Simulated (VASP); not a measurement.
# K (P6_3/mmc) in VASP: a series of runs

Runs on K. Level: PBE. Tasks: single point.

Program: VASP 6.6.1. These are calculated values, not measurements. Logs are shortened: lines on timing, memory, paths and dates and some standing lists are left out, and cuts for length are marked.

## (1) The cell of the first run

The structure is hexagonal, space group P6_3/mmc (No. 194). The conventional cell has a = 4.839 Å, b = 4.839 Å, c = 7.890 Å, α = 90.00°, β = 90.00°, γ = 120.00°.

## (2) Single point, PBE (volume scaled by 1.08)

INCAR reads:

```
ALGO     = Normal         # electronic algorithm
EDIFF    = 1E-7           # SCF threshold, eV
ENCUT    = 520            # plane-wave cutoff, eV
GGA      = PE             # functional
ISIF     = 2              # what is computed and relaxed
ISMEAR   = -1             # smearing method
LASPH    = T              # aspherical terms in the spheres
LCHARG   = T              # write CHGCAR
LELF     = T              # ELF
LREAL    = F              # projectors in reciprocal space
LVHAR    = T            
LWAVE    = F              # write WAVECAR
NBANDS   = 16             # bands
NELM     = 80             # most SCF steps
PREC     = Accurate       # precision mode
SIGMA    = 0.1            # smearing width, eV
```

KPOINTS reads:

```
k-points
0
Gamma
  13 13 7
```

POSCAR reads:

```
K
1.0
    4.8393594117      0.0000000000      0.0000000000
   -2.4196797059      4.1910081886      0.0000000000
    0.0000000000      0.0000000000      7.8903803666
K
2
Direct
    0.3333333333      0.6666666667      0.2500000000
    0.6666666667      0.3333333333      0.7500000000
```

Potentials or basis: VASP PAW PBE potentials, release 64 (K_sv).

Launch:

```bash
cat potpaw_PBE.64/K_sv/POTCAR > POTCAR
mpirun -np 1 vasp_std > vasp.out
```

OUTCAR:

```text
EDIFF = 1E-7
   ENCUT = 520
   GGA = PE
   ISIF = 2
   ISMEAR = -1
   LASPH = T
   LREAL = F
   NELM = 80
   PREC = Accurate

 ion  position               nearest neighbor table
   1  0.333  0.667  0.250-
   2  0.667  0.333  0.750-

  LATTYP: Found a hexagonal cell.
 ALAT       =     4.8393594117
 C/A-ratio  =     1.6304596736

  Lattice vectors:

 A1 = (   4.8393594117,   0.0000000000,   0.0000000000)
 A2 = (  -2.4196797059,   4.1910081886,   0.0000000000)
 A3 = (   0.0000000000,   0.0000000000,   7.8903803666)

Analysis of symmetry for initial positions (statically):
=====================================================================
 Subroutine PRICEL returns:
 Original cell was already a primitive cell.

 Routine SETGRP: Setting up the symmetry group for a
 hexagonal supercell.

 Subroutine GETGRP returns: Found 24 space group operations
 (whereof 12 operations were pure point group operations)
 out of a pool of 24 trial point group operations.

The static configuration has the point symmetry D_3d.
 The point group associated with its full space group is D_6h.

Analysis of symmetry for dynamics (positions and initial velocities):
=====================================================================
 Subroutine PRICEL returns:
 Original cell was already a primitive cell.

 Routine SETGRP: Setting up the symmetry group for a
 hexagonal supercell.

 Subroutine GETGRP returns: Found 24 space group operations
 (whereof 12 operations were pure point group operations)
 out of a pool of 24 trial point group operations.

The dynamic configuration has the point symmetry D_3d.
 The point group associated with its full space group is D_6h.

 Subroutine INISYM returns: Found 24 space group operations
 (whereof 12 operations are pure point group operations),
 and found     1 'primitive' translations

----------------------------------------------------------------------------------------

                                     Primitive cell

  volume of cell :     160.0311

  direct lattice vectors                    reciprocal lattice vectors
     4.839359412  0.000000000  0.000000000     0.206638920  0.119303036  0.000000000
    -2.419679706  4.191008189  0.000000000     0.000000000  0.238606072  0.000000000
     0.000000000  0.000000000  7.890380367     0.000000000  0.000000000  0.126736602

  length of vectors
     4.839359412  4.839359412  7.890380367     0.238606072  0.238606072  0.126736602

  position of ions in fractional coordinates (direct lattice)
     0.333333333  0.666666667  0.250000000
     0.666666667  0.333333333  0.750000000

  ion indices of the primitive-cell ions
   primitive index   ion index
                 1           1
                 2           2

----------------------------------------------------------------------------------------

 KPOINTS: k-points

Automatic generation of k-mesh.
 Grid dimensions read from file:
 generate k-points for:   13   13    7

 Generating k-lattice:

  Cartesian coordinates                     Fractional coordinates (reciprocal lattice)
     0.015895302  0.009177157  0.000000000     0.076923077  0.000000000  0.000000000
     0.000000000  0.018354313  0.000000000     0.000000000  0.076923077  0.000000000
     0.000000000  0.000000000  0.018105229     0.000000000  0.000000000  0.142857143

  Length of vectors
     0.018354313  0.018354313  0.018105229

  Shift w.r.t. Gamma in fractional coordinates (k-lattice)
     0.000000000  0.000000000  0.000000000

 Subroutine IBZKPT returns following result:
 ===========================================

 Found     84 irreducible k-points:

 Following reciprocal coordinates:
            Coordinates               Weight
  0.000000  0.000000  0.000000      1.000000
  0.076923  0.000000  0.000000      6.000000
  0.153846 -0.000000  0.000000      6.000000
  0.230769 -0.000000  0.000000      6.000000
  0.307692 -0.000000  0.000000      6.000000
  0.384615 -0.000000  0.000000      6.000000
[... 16 lines left out ...]
  0.076923  0.000000  0.142857     12.000000
  0.153846 -0.000000  0.142857     12.000000
 [... further k-points ...]
   k-points           NKPTS =     84   k-points in BZ     NKDIM =     84   number of bands    NBANDS=     16
   number of dos      NEDOS =    301   number of ions     NIONS =      2
   total plane-waves  NPLWV =  77760
   dimension x,y,z NGX =    36 NGY =   36 NGZ =   60
   dimension x,y,z NGXF=    72 NGYF=   72 NGZF=  120
   ions per type =               2
   NGX,Y,Z   is equivalent  to a cutoff of  12.37, 12.37, 12.64 a.u.
   NGXF,Y,Z  is equivalent  to a cutoff of  24.73, 24.73, 25.28 a.u.
 SYSTEM =  unknown system
   PREC   = accura    normal or accurate (medium, high low for compatibility)
   ISTART =      0    job   : 0-new  1-cont  2-samecut
   ICHARG =      2    charge: 1-file 2-atom 10-const
   ISPIN  =      1    spin polarized calculation?
   LNONCOLLINEAR =      F non collinear calculations
   LSORBIT =      F    spin-orbit coupling
   LASPH  =      T    aspherical Exc in radial PAW
   ENCUT  =  520.0 eV  38.22 Ry    6.18 a.u.   9.00  9.00 14.67*2*pi/ulx,y,z
   NELM   =     80;   NELMIN=  2; NELMDL= -5     # of ELM steps
   EDIFF  = 0.1E-06   stopping-criterion for ELM
   LREAL  =      F    real-space projection
   EDIFFG = 0.1E-05   stopping-criterion for IOM
   NSW    =      0    number of steps for IOM
   IBRION =     -1    ionic relax: 0-MD 1-quasi-New 2-CG
   NFREE  =      0    steps in history (QN), initial steepest desc. (CG)
   ISIF   =      2    stress and relaxation
   ISYM   =      2    0-nonsym 1-usesym 2-fastsym
   POTIM  = 0.5000    time-step for ionic-motion
   TEBEG  =    0.0;   TEEND  =   0.0 temperature during run
   PSTRESS=    0.0 pullay stress
   NELECT =      18.0000    total number of electrons
   NUPDOWN=      -1.0000    fix difference up-down
   EMIN   =  10.00;   EMAX   =-10.00  energy-range for DOS
   EFERMI =   0.00;   METHOD = LEGACY
   ISMEAR =    -1;   SIGMA  =   0.10  broadening in eV -4-tet -1-fermi 0-gaus
   EFERMI_NEDOS =   21; number of points for ismear=-14 and -15
   IALGO  =     38    algorithm
   IMIX   =      4    mixing-type and parameters
     AMIX     =   0.40;   BMIX     =  1.00
     AMIX_MAG =   1.60;   BMIX_MAG =  1.00
  volume/ion in A,a.u.               =      80.02       539.97
  Fermi-wavevector in a.u.,A,eV,Ry     =   0.790249  1.493355  8.496760  0.624494
  Thomas-Fermi vector in A             =   1.895553
   LORBIT       =      0    0 simple, 1 ext, 2 COOP (PROOUT), +10 PAW based schemes
   GGA     = PE    functional components
   LHFCALC =     F    Hartree Fock is set to
   AEXX    =    0.0000 exact exchange contribution
   IVDW    =     0    specifies the selected vdW correction
   LEPSILON=     F    determine dielectric tensor
   LRPA    =     F    only Hartree local field effects (RPA)
 non-spin polarized calculation
  energy-cutoff  :      520.00
  volume of cell :      160.03
 maximum number of plane-waves:      4337
 NGX is ok and might be reduce to    36
   NGX = 17   NGY = 17   NGZ = 29

 number of electron      17.9999999 magnetization

 Free energy of the ion-electron system (eV)
  ---------------------------------------------------
  ext. energy  EPLUGINS =         0.00000000
  ---------------------------------------------------
  free energy    TOTEN  =        -2.11237082 eV

  energy without entropy =       -2.05830996  energy(sigma->0) =       -2.08534039

 E-fermi :  -0.2925     XC(G=0):  -5.4515

 val. band max:       -0.3197739042   @ k =   0.3077   0.2308   0.1429
 cond. band min:      -0.2743547461   @ k =   0.3846   0.1538   0.0000
 fundamental gap:      0.0454191582
 Fermi energy:        -0.2924942805

 k-point     1 :       0.0000    0.0000    0.0000
  band No.  band energies     occupation
      1     -32.4759      2.00000
      2     -32.4735      2.00000
      3     -15.9798      2.00000
      4     -15.9384      2.00000
      5     -15.9384      2.00000
      6     -15.9314      2.00000
[... 8 lines left out ...]
     15       4.0782      0.00000
     16       4.0782      0.00000

 k-point     2 :       0.0769    0.0000    0.0000
  band No.  band energies     occupation
      1     -32.4758      2.00000
      2     -32.4734      2.00000
      3     -15.9789      2.00000
      4     -15.9405      2.00000
      5     -15.9391      2.00000
      6     -15.9336      2.00000
[... 8 lines left out ...]
     15       3.9669      0.00000
     16       4.1386      0.00000

 k-point     3 :       0.1538   -0.0000    0.0000
  band No.  band energies     occupation
      1     -32.4755      2.00000
      2     -32.4733      2.00000
      3     -15.9763      2.00000
      4     -15.9463      2.00000
      5     -15.9409      2.00000
      6     -15.9395      2.00000
[... 8 lines left out ...]
     15       3.9480      0.00000
     16       4.1165      0.00000

 k-point     4 :       0.2308   -0.0000    0.0000
  band No.  band energies     occupation
      1     -32.4750      2.00000
      2     -32.4730      2.00000
      3     -15.9723      2.00000
      4     -15.9545      2.00000
      5     -15.9478      2.00000
      6     -15.9434      2.00000
[... 8 lines left out ...]
     15       3.9104      0.00000
     16       4.0175      0.00000

 k-point     5 :       0.3077   -0.0000    0.0000
  band No.  band energies     occupation
      1     -32.4744      2.00000
      2     -32.4728      2.00000
      3     -15.9674      2.00000
      4     -15.9633      2.00000
      5     -15.9564      2.00000
      6     -15.9460      2.00000
[... 8 lines left out ...]
     15       3.8325      0.00000
     16       4.0605      0.00000

 k-point     6 :       0.3846   -0.0000    0.0000
  band No.  band energies     occupation
      1     -32.4739      2.00000
      2     -32.4727      2.00000
      3     -15.9707      2.00000
      4     -15.9635      2.00000
      5     -15.9625      2.00000
      6     -15.9482      2.00000
[... 8 lines left out ...]
     15       3.7009      0.00000
     16       4.2130      0.00000

 k-point     7 :       0.4615   -0.0000    0.0000
  band No.  band energies     occupation
      1     -32.4736      2.00000
      2     -32.4727      2.00000
      3     -15.9748      2.00000
      4     -15.9675      2.00000
      5     -15.9590      2.00000
      6     -15.9494      2.00000
[... 8 lines left out ...]
     15       3.6329      0.00000
     16       4.3162      0.00000

 k-point     8 :       0.0769    0.0769    0.0000
  band No.  band energies     occupation
      1     -32.4756      2.00000
      2     -32.4733      2.00000
      3     -15.9771      2.00000
      4     -15.9441      2.00000
      5     -15.9410      2.00000
      6     -15.9370      2.00000
[... 8 lines left out ...]
     15       4.0387      0.00000
     16       4.1086      0.00000

 k-point     9 :       0.1538    0.0769    0.0000
  band No.  band energies     occupation
      1     -32.4752      2.00000
      2     -32.4731      2.00000
      3     -15.9738      2.00000
      4     -15.9506      2.00000
      5     -15.9463      2.00000
      6     -15.9411      2.00000
[... 8 lines left out ...]
     15       3.9682      0.00000
     16       3.9910      0.00000
[... 172 lines left out ...]
 k-point    19 :       0.3077    0.2308    0.0000
  band No.  band energies     occupation
      1     -32.4733      2.00000
      2     -32.4727      2.00000
      3     -15.9691      2.00000
      4     -15.9640      2.00000
      5     -15.9564      2.00000
      6     -15.9553      2.00000
[... 8 lines left out ...]
     15       2.7394      0.00000
     16       3.4596      0.00000

 k-point    20 :       0.3846    0.2308    0.0000
  band No.  band energies     occupation
      1     -32.4732      2.00000
      2     -32.4728      2.00000
      3     -15.9703      2.00000
      4     -15.9630      2.00000
      5     -15.9579      2.00000
      6     -15.9540      2.00000
[... 8 lines left out ...]
     15       2.7085      0.00000
     16       3.2623      0.00000

 k-point    21 :       0.3077    0.3077    0.0000
  band No.  band energies     occupation
      1     -32.4730      2.00000
      2     -32.4728      2.00000
      3     -15.9681      2.00000
      4     -15.9621      2.00000
      5     -15.9592      2.00000
      6     -15.9523      2.00000
[... 8 lines left out ...]
     15       2.5581      0.00000
     16       3.3974      0.00000

 k-point    22 :       0.0000    0.0000    0.1429
  band No.  band energies     occupation
      1     -32.4758      2.00000
      2     -32.4736      2.00000
      3     -15.9774      2.00000
      4     -15.9380      2.00000
      5     -15.9380      2.00000
      6     -15.9333      2.00000
[... 8 lines left out ...]
     15       4.0233      0.00000
     16       4.0233      0.00000

 k-point    23 :       0.0769    0.0000    0.1429
  band No.  band energies     occupation
      1     -32.4757      2.00000
      2     -32.4735      2.00000
      3     -15.9766      2.00000
      4     -15.9401      2.00000
      5     -15.9387      2.00000
      6     -15.9352      2.00000
[... 8 lines left out ...]
     15       3.8405      0.00000
     16       4.0621      0.00000

 k-point    24 :       0.1538   -0.0000    0.1429
  band No.  band energies     occupation
      1     -32.4754      2.00000
      2     -32.4734      2.00000
      3     -15.9744      2.00000
      4     -15.9457      2.00000
      5     -15.9410      2.00000
      6     -15.9405      2.00000
[... 8 lines left out ...]
     15       3.7807      0.00000
     16       4.1080      0.00000

 [... further k-points ...]
[... 5 lines left out ...]
  --------------------------------------------------------------------------------------
  -------------------------------------------------------------------------------------
  Total       -0.2391057     -0.2391057     -0.2362112      0.0000000      0.0000000      0.0000000
  in kB       -2.3938456     -2.3938456     -2.3648667      0.0000000      0.0000000      0.0000000
  external PRESSURE =      -2.3841860 kB  Pullay stress =       0.0000000 kB

 VOLUME and BASIS-vectors are now :
 -----------------------------------------------------------------------------
  energy-cutoff  :      520.00
  volume of cell :      160.03
      direct lattice vectors                 reciprocal lattice vectors
     4.839359412  0.000000000  0.000000000     0.206638920  0.119303036  0.000000000
    -2.419679706  4.191008189  0.000000000     0.000000000  0.238606072  0.000000000
     0.000000000  0.000000000  7.890380367     0.000000000  0.000000000  0.126736602

 POSITION                                       TOTAL-FORCE (eV/Angst)
 -----------------------------------------------------------------------------------
     -0.00000      2.79401      1.97260        -0.000000      0.000000      0.000000
      2.41968      1.39700      5.91779         0.000000     -0.000000     -0.000000
 -----------------------------------------------------------------------------------
    total drift:                               -0.000000      0.000000     -0.000000

  FREE ENERGIE OF THE ION-ELECTRON SYSTEM (eV)
  ---------------------------------------------------
  free  energy   TOTEN  =        -2.1123708150 eV

  energy  without entropy=       -2.0583099590  energy(sigma->0) =       -2.08534039
```

Wall time 2 min (1 thread of Intel Xeon Platinum 8259CL at 2.50GHz (Skylake/Cascade Lake), shared host); peak memory 0.36 GiB.

What came out:

- Free energy: -2.1124 eV
- Pressure: -0.2 GPa
- Band gap on the k mesh: zero (band 9 reaches 0.55 eV, above the bottom of band 10 at -1.47 eV)

Levels at points of the mesh, in eV from the Fermi level:
```
           k point  band 6  band 7  band 8  band 9  band 10  band 11  band 12  band 13
(0.00, 0.00, 0.00)  -15.64  -15.64  -15.64   -2.04     0.32     0.52     3.99     3.99
```

## (3) Single point, PBE (volume scaled by 1.12)

INCAR reads:

```
SYSTEM = K
PREC = Accurate
ENCUT = 520
EDIFF = 1E-6
ISMEAR = -1
SIGMA = 0.1
LREAL = .False.
LASPH = .True.
NELM = 80
ALGO = Normal
ISIF = 2
LWAVE = .False.
LCHARG = .False.
GGA = PE
NBANDS = 16
```

KPOINTS reads:

```
regular mesh
0
Gamma
  13 13 7
  0 0 0
```

POSCAR reads:

```
K
1.0
    4.8983818069      0.0000000000      0.0000000000
   -2.4491909034      4.2421230822      0.0000000000
    0.0000000000      0.0000000000      7.9866140017
K
2
Direct
    0.3333333333      0.6666666667      0.2500000000
    0.6666666667      0.3333333333      0.7500000000
```

Potentials or basis: VASP PAW PBE potentials, release 64 (K_sv).

Launch:

```bash
cat potpaw_PBE.64/K_sv/POTCAR > POTCAR
mpirun -np 1 vasp_std > vasp.out
```

It took 95 s on 1 thread of Intel Xeon Platinum 8259CL at 2.50GHz (Skylake/Cascade Lake), shared host; peak memory 0.36 GiB.

It converged, with:

```
Free energy            : -2.1023 eV
Pressure               : -0.3 GPa
Band gap on the k mesh : zero (band 9 reaches 0.47 eV, above the bottom of band 10 at -1.51 eV)
```

Levels at points of the mesh, in eV from the Fermi level:
```tsv
k point	band 5	band 6	band 7	band 8	band 9	band 10	band 11	band 12	band 13	band 14
(0.00, 0.00, 0.00)	-15.67	-15.67	-15.67	-15.67	-2.00	0.31	0.51	3.96	3.96	4.05
```
